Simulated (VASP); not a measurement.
# KI (I4mm) in VASP: a series of runs

Runs on KI. Level: PBE. Tasks: single point.

Everything below comes from runs of VASP 6.6.1. Logs are shortened: lines on timing, memory, paths and dates and some standing lists are left out, and cuts for length are marked.

**1. The cell of the first run**

Symmetry: I4mm, No. 107, tetragonal system. The conventional cell has a = 4.870 Å, b = 4.870 Å, c = 7.175 Å, α = 90.00°, β = 90.00°, γ = 90.00°. K (site symmetry 4mm) has 6 I at 3.42 to 3.75 Å within 4.5 Å. I (site symmetry 4mm) has 6 K at 3.42 to 3.75 Å within 4.5 Å.

**2. Single point, PBE**

File INCAR:

```
SYSTEM = KI
PREC = Accurate
ENCUT = 520
EDIFF = 1E-6
ISMEAR = 0
SIGMA = 0.05
LREAL = .False.
LASPH = .True.
NELM = 60
ALGO = Normal
ISIF = 2
LWAVE = .False.
LCHARG = .True.
GGA = PE
LELF = .True.
LVHAR = .True.
NBANDS = 15
```

File KPOINTS:

```
Automatic mesh
0
Gamma
  6 6 6
  0 0 0
```

File POSCAR:

```
KI
1.0
    0.0000000000      3.4438328306      3.5873258652
    3.4438328306      0.0000000000      3.5873258652
    3.4438328306      3.4438328306      0.0000000000
K I
1 1
Direct
   -0.0177848354     -0.0177848354      0.0177848354
    0.5054793722      0.5054793722      0.4945206278
```

Potentials or basis: VASP PAW PBE potentials, release 64 (K_sv, I).

The run is started by

```
> cat potpaw_PBE.64/K_sv/POTCAR potpaw_PBE.64/I/POTCAR > POTCAR
> mpirun -np 1 vasp_std > vasp.out
```

OUTCAR:

```text
SYSTEM = KI
   PREC = Accurate
   ENCUT = 520
   EDIFF = 1E-6
   ISMEAR = 0
   LREAL = .False.
   LASPH = .True.
   NELM = 60
   ISIF = 2
   GGA = PE

 ion  position               nearest neighbor table
   1  0.982  0.982  0.018-   2 3.42   2 3.45   2 3.45   2 3.45   2 3.45
   2  0.505  0.505  0.495-   1 3.42   1 3.45   1 3.45   1 3.45   1 3.45

  LATTYP: Found a body centered tetragonal cell.
 ALAT       =     4.8703150956
 C/A-ratio  =     1.4731391275

  Lattice vectors:

 A1 = (  -3.4438328306,   0.0000000000,   3.5873258652)
 A2 = (   3.4438328306,   0.0000000000,   3.5873258652)
 A3 = (   0.0000000000,   3.4438328306,  -3.5873258652)

Analysis of symmetry for initial positions (statically):
=====================================================================
 Subroutine PRICEL returns:
 Original cell was already a primitive cell.

 Routine SETGRP: Setting up the symmetry group for a
 body centered tetragonal supercell.

 Subroutine GETGRP returns: Found  8 space group operations
 (whereof  8 operations were pure point group operations)
 out of a pool of 16 trial point group operations.

The static configuration has the point symmetry C_4v.

Analysis of symmetry for dynamics (positions and initial velocities):
=====================================================================
 Subroutine PRICEL returns:
 Original cell was already a primitive cell.

 Routine SETGRP: Setting up the symmetry group for a
 body centered tetragonal supercell.

 Subroutine GETGRP returns: Found  8 space group operations
 (whereof  8 operations were pure point group operations)
 out of a pool of 16 trial point group operations.

The dynamic configuration has the point symmetry C_4v.

 Subroutine INISYM returns: Found  8 space group operations
 (whereof  8 operations are pure point group operations),
 and found     1 'primitive' translations

----------------------------------------------------------------------------------------

                                     Primitive cell

  volume of cell :      85.0913

  direct lattice vectors                    reciprocal lattice vectors
     0.000000000  3.443832831  3.587325865    -0.145187071  0.145187071  0.139379588
     3.443832831  0.000000000  3.587325865     0.145187071 -0.145187071  0.139379588
     3.443832831  3.443832831  0.000000000     0.145187071  0.145187071 -0.139379588

  length of vectors
     4.972815242  4.972815242  4.870315096     0.248163737  0.248163737  0.248163737

  position of ions in fractional coordinates (direct lattice)
     0.982215165  0.982215165  0.017784835
     0.505479372  0.505479372  0.494520628

  ion indices of the primitive-cell ions
   primitive index   ion index
                 1           1
                 2           2

----------------------------------------------------------------------------------------

 KPOINTS: Automatic mesh

Automatic generation of k-mesh.
 Grid dimensions read from file:
 generate k-points for:    6    6    6

 Generating k-lattice:

  Cartesian coordinates                     Fractional coordinates (reciprocal lattice)
    -0.024197845  0.024197845  0.023229931     0.166666667 -0.000000000  0.000000000
     0.024197845 -0.024197845  0.023229931    -0.000000000  0.166666667  0.000000000
     0.024197845  0.024197845 -0.023229931     0.000000000  0.000000000  0.166666667

  Length of vectors
     0.041360623  0.041360623  0.041360623

  Shift w.r.t. Gamma in fractional coordinates (k-lattice)
     0.000000000  0.000000000  0.000000000

 Subroutine IBZKPT returns following result:
 ===========================================

 Found     30 irreducible k-points:

 Following reciprocal coordinates:
            Coordinates               Weight
  0.000000  0.000000  0.000000      1.000000
  0.166667  0.000000  0.000000      8.000000
  0.333333  0.000000  0.000000      8.000000
  0.500000 -0.000000  0.000000      4.000000
  0.166667  0.166667  0.000000      2.000000
  0.333333  0.166667  0.000000      8.000000
[... 16 lines left out ...]
  0.333333  0.000000  0.333333      4.000000
  0.500000 -0.000000  0.333333     16.000000
 [... further k-points ...]
   k-points           NKPTS =     30   k-points in BZ     NKDIM =     30   number of bands    NBANDS=     15
   number of dos      NEDOS =    301   number of ions     NIONS =      2
   total plane-waves  NPLWV =  57600
   dimension x,y,z NGX =    40 NGY =   40 NGZ =   36
   dimension x,y,z NGXF=    80 NGYF=   80 NGZF=   72
   ions per type =               1   1
   NGX,Y,Z   is equivalent  to a cutoff of  13.37, 13.37, 12.29 a.u.
   NGXF,Y,Z  is equivalent  to a cutoff of  26.74, 26.74, 24.58 a.u.
 SYSTEM =  KI
   PREC   = accura    normal or accurate (medium, high low for compatibility)
   ISTART =      0    job   : 0-new  1-cont  2-samecut
   ICHARG =      2    charge: 1-file 2-atom 10-const
   ISPIN  =      1    spin polarized calculation?
   LNONCOLLINEAR =      F non collinear calculations
   LSORBIT =      F    spin-orbit coupling
   LASPH  =      T    aspherical Exc in radial PAW
   ENCUT  =  520.0 eV  38.22 Ry    6.18 a.u.   9.25  9.25  9.06*2*pi/ulx,y,z
   NELM   =     60;   NELMIN=  2; NELMDL= -5     # of ELM steps
   EDIFF  = 0.1E-05   stopping-criterion for ELM
   LREAL  =      F    real-space projection
   EDIFFG = 0.1E-04   stopping-criterion for IOM
   NSW    =      0    number of steps for IOM
   IBRION =     -1    ionic relax: 0-MD 1-quasi-New 2-CG
   NFREE  =      0    steps in history (QN), initial steepest desc. (CG)
   ISIF   =      2    stress and relaxation
   ISYM   =      2    0-nonsym 1-usesym 2-fastsym
   POTIM  = 0.5000    time-step for ionic-motion
   TEBEG  =    0.0;   TEEND  =   0.0 temperature during run
   PSTRESS=    0.0 pullay stress
   NELECT =      16.0000    total number of electrons
   NUPDOWN=      -1.0000    fix difference up-down
   EMIN   =  10.00;   EMAX   =-10.00  energy-range for DOS
   EFERMI =   0.00;   METHOD = LEGACY
   ISMEAR =     0;   SIGMA  =   0.05  broadening in eV -4-tet -1-fermi 0-gaus
   EFERMI_NEDOS =   21; number of points for ismear=-14 and -15
   IALGO  =     38    algorithm
   IMIX   =      4    mixing-type and parameters
     AMIX     =   0.40;   BMIX     =  1.00
     AMIX_MAG =   1.60;   BMIX_MAG =  1.00
  volume/ion in A,a.u.               =      42.55       287.11
  Fermi-wavevector in a.u.,A,eV,Ry     =   0.937893  1.772360 11.968267  0.879643
  Thomas-Fermi vector in A             =   2.065050
   LORBIT       =      0    0 simple, 1 ext, 2 COOP (PROOUT), +10 PAW based schemes
   GGA     = PE    functional components
   LHFCALC =     F    Hartree Fock is set to
   AEXX    =    0.0000 exact exchange contribution
   IVDW    =     0    specifies the selected vdW correction
   LEPSILON=     F    determine dielectric tensor
   LRPA    =     F    only Hartree local field effects (RPA)
 non-spin polarized calculation
 Gauss-broadening in eV      SIGMA  =   0.05
  energy-cutoff  :      520.00
  volume of cell :       85.09
 maximum number of plane-waves:      2308
 NGX is ok and might be reduce to    40
   NGX = 19   NGY = 19   NGZ = 19

 number of electron      16.0000000 magnetization

 Free energy of the ion-electron system (eV)
  ---------------------------------------------------
  ext. energy  EPLUGINS =         0.00000000
  ---------------------------------------------------
  free energy    TOTEN  =        -5.51922931 eV

  energy without entropy =       -5.51922931  energy(sigma->0) =       -5.51922931

 E-fermi :   0.0058     XC(G=0):  -7.3135

 val. band max:       -0.2271376235   @ k =   0.0000   0.0000   0.0000
 cond. band min:       3.8193016402   @ k =   0.0000   0.0000   0.0000
 fundamental gap:      4.0464392637
 Fermi energy:         0.0058450312

 k-point     1 :       0.0000    0.0000    0.0000
  band No.  band energies     occupation
      1     -28.6597      2.00000
      2     -12.1576      2.00000
      3     -12.1538      2.00000
      4     -12.1538      2.00000
      5     -10.7851      2.00000
      6      -0.2482      2.00000
      7      -0.2271      2.00000
      8      -0.2271      2.00000
      9       3.8193      0.00000
     10       6.1042      0.00000
     11       6.3605      0.00000
     12       6.3605      0.00000
     13       6.9730      0.00000
     14       7.0861      0.00000
     15       9.5701      0.00000

 k-point     2 :       0.1667    0.0000    0.0000
  band No.  band energies     occupation
      1     -28.6590      2.00000
      2     -12.2093      2.00000
      3     -12.1565      2.00000
      4     -12.1537      2.00000
      5     -10.6961      2.00000
      6      -0.6779      2.00000
      7      -0.3383      2.00000
      8      -0.3231      2.00000
      9       4.4577      0.00000
     10       6.1708      0.00000
     11       6.4922      0.00000
     12       6.6341      0.00000
     13       7.3391      0.00000
     14       7.4472      0.00000
     15      10.4658      0.00000

 k-point     3 :       0.3333    0.0000    0.0000
  band No.  band energies     occupation
      1     -28.6577      2.00000
      2     -12.3009      2.00000
      3     -12.1593      2.00000
      4     -12.1536      2.00000
      5     -10.5301      2.00000
      6      -1.3516      2.00000
      7      -0.5190      2.00000
      8      -0.5009      2.00000
      9       5.1730      0.00000
     10       6.8454      0.00000
     11       7.1996      0.00000
     12       7.3485      0.00000
     13       8.2574      0.00000
     14       8.3401      0.00000
     15       9.5437      0.00000
[... 343 lines left out ...]
 k-point    23 :       0.3333    0.0000    0.3333
  band No.  band energies     occupation
      1     -28.6570      2.00000
      2     -12.2370      2.00000
      3     -12.1736      2.00000
      4     -12.1712      2.00000
      5     -10.5927      2.00000
      6      -1.2347      2.00000
      7      -0.5795      2.00000
      8      -0.5388      2.00000
      9       4.9496      0.00000
     10       5.5661      0.00000
     11       7.6453      0.00000
     12       7.9902      0.00000
     13       8.6159      0.00000
     14       8.7482      0.00000
     15       9.8053      0.00000

 k-point    24 :       0.5000   -0.0000    0.3333
  band No.  band energies     occupation
      1     -28.6563      2.00000
      2     -12.2353      2.00000
      3     -12.1850      2.00000
      4     -12.1730      2.00000
      5     -10.5731      2.00000
      6      -1.2453      2.00000
      7      -0.7935      2.00000
      8      -0.6255      2.00000
      9       5.0701      0.00000
     10       6.0842      0.00000
     11       7.6166      0.00000
     12       8.0615      0.00000
     13       8.8073      0.00000
     14       9.1492      0.00000
     15       9.7525      0.00000

 [... further k-points ...]
[... 5 lines left out ...]
  --------------------------------------------------------------------------------------
  -------------------------------------------------------------------------------------
  Total        0.8392169      0.8392169      0.4023921      0.0000000     -0.0000000     -0.0000000
  in kB       15.8015563     15.8015563      7.5766134      0.0000000     -0.0000000     -0.0000000
  external PRESSURE =      13.0599086 kB  Pullay stress =       0.0000000 kB

 VOLUME and BASIS-vectors are now :
 -----------------------------------------------------------------------------
  energy-cutoff  :      520.00
  volume of cell :       85.09
      direct lattice vectors                 reciprocal lattice vectors
     0.000000000  3.443832831  3.587325865    -0.145187071  0.145187071  0.139379588
     3.443832831  0.000000000  3.587325865     0.145187071 -0.145187071  0.139379588
     3.443832831  3.443832831  0.000000000     0.145187071  0.145187071 -0.139379588

 POSITION                                       TOTAL-FORCE (eV/Angst)
 -----------------------------------------------------------------------------------
      3.44383      3.44383      7.04705         0.000000      0.000000      0.140306
      3.44383      3.44383      3.62664         0.000000      0.000000     -0.140306
 -----------------------------------------------------------------------------------
    total drift:                                0.000001      0.000001     -0.000141

  FREE ENERGIE OF THE ION-ELECTRON SYSTEM (eV)
  ---------------------------------------------------
  free  energy   TOTEN  =        -5.5192293133 eV

  energy  without entropy=       -5.5192293133  energy(sigma->0) =       -5.51922931
```

Run time: 45 s. Hardware: 1 thread of AMD EPYC 7R13 (Zen 3), shared host; peak memory 0.21 GiB.

Results:

```
Free energy            : -5.5192 eV
Pressure               : 1.3 GPa
Largest force          : 0.140 eV/Å
Band gap on the k mesh : 4.05 eV, direct
```

Forces in eV/Å, atoms in the order of the input:
```
K    0.000  0.000  0.140
I    0.000  0.000 -0.140
```

Stress tensor (GPa, compression positive):
```
1.58 0.00 0.00
0.00 1.58 0.00
0.00 0.00 0.76
```

Caveat: spin-orbit coupling is left out, which moves the levels of the heavy elements.

**3. Single point, PBE**

File INCAR:

```
SYSTEM = KI
  PREC = Accurate
  ENCUT = 520
  EDIFF = 1E-6
  ISMEAR = 0
  SIGMA = 0.05
  LREAL = .False.
  LASPH = .True.
  NELM = 100
  ALGO = Normal
  ISIF = 2
  LWAVE = .False.
  LCHARG = .True.
  GGA = PE
  LELF = .True.
  LVHAR = .True.
  NBANDS = 15
```

File KPOINTS:

```
regular mesh
0
Gamma
  6 6 6
  0 0 0
```

File POSCAR:

```
KI
1.0
    0.0000000000      3.4438328306      3.5873258652
    3.4438328306      0.0000000000      3.5873258652
    3.4438328306      3.4438328306      0.0000000000
K I
1 1
Direct
   -0.0889241769     -0.0889241769      0.0889241769
    0.5273968612      0.5273968612      0.4726031388
```

Potentials or basis: VASP PAW PBE potentials, release 64 (K_sv, I).

The run is started by

```
> cat potpaw_PBE.64/K_sv/POTCAR potpaw_PBE.64/I/POTCAR > POTCAR
> mpirun -np 1 vasp_std > vasp.out
```

Wall time 62 s (1 thread of AMD EPYC 7R13 (Zen 3), shared host); peak memory 0.21 GiB.

It converged, with:

```yaml
Free_energy: -4.8959 eV
Pressure: 4.8 GPa
Largest_force: 2.542 eV/Å
Band_gap_on_the_k_mesh: 4.11 eV, direct
```

Forces on the atoms (eV/Å):
```
K    0.000  0.000  2.542
I    0.000  0.000 -2.542
```

Stress tensor (GPa, compression positive):
```
 0.69  0.00  0.00
 0.00  0.69  0.00
 0.00  0.00 12.96
```

Levels at points of the mesh, in eV from the valence-band top:
```tsv
k point	band 5	band 6	band 7	band 8	band 9	band 10	band 11	band 12
(0.00, 0.00, 0.00)	-10.30	-0.08	-0.08	0.00	4.11	6.74	7.11	7.11
(0.50, 0.00, 0.00)	-9.98	-1.28	-0.25	-0.17	5.48	7.19	7.97	8.29
(0.50, 0.50, 0.00)	-9.99	-0.80	-0.26	-0.26	5.04	5.71	7.32	8.60
(0.50, 0.00, 0.50)	-10.07	-0.96	-0.58	-0.22	5.49	5.78	8.38	9.10
```

Caveat: spin-orbit coupling is left out, which moves the levels of the heavy elements; forces of over 1 eV/Å act on the atoms, so gaps and moduli don't describe the material at rest. As with any semilocal functional, this PBE gap is likely too small.
